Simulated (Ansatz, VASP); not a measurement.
## One calculation of Na, two programs

```
CELL_PARAMETERS angstrom
3.76134 0.00000 0.00000
0.00000 10.00079 0.00000
0.00000 0.00000 23.85587
ATOMIC_POSITIONS crystal
Na 0.50000 0.12973 0.31439
Na 0.00000 0.81168 0.32894
Na 0.50000 0.57750 0.42357
Na 0.00000 0.25945 0.43813
Na 0.50000 0.94141 0.45268
Na 0.00000 0.70722 0.54732
Na 0.50000 0.38918 0.56187
Na 0.00000 0.07113 0.57643
Na 0.50000 0.83695 0.67106
Na 0.00000 0.51890 0.68561
```

Alike in both runs: task single point; functional PBE; k mesh 9 × 4 × 1; occupations gaussian, width 0.1 eV; no spin polarisation.

|  | VASP | Ansatz |
| --- | --- | --- |
| version | VASP 6.6.1 | Ansatz 0.2.0 |
| potentials or method | VASP PAW PBE potentials, release 64 (Na_pv), cutoff 520 eV | scalar-relativistic, plane waves, PAW |
| valence electrons in the cell | 70 | 90 |

```csv
,VASP,Ansatz,Ansatz less VASP
gap on the k mesh at the Fermi level (eV),none,none,-
rms of the force components (eV/Å),0.023,0.023,+0.0001
```

Atom by atom the forces differ by 0.000 eV/Å (rms over components). A gap of «none» marks a metal or a gap that the smearing closes. VASP's potentials hold 70 valence electrons a cell and Ansatz's 90, so a difference there can come from the potentials and not from the codes. Ansatz's warnings: xc potential rough in thin density.
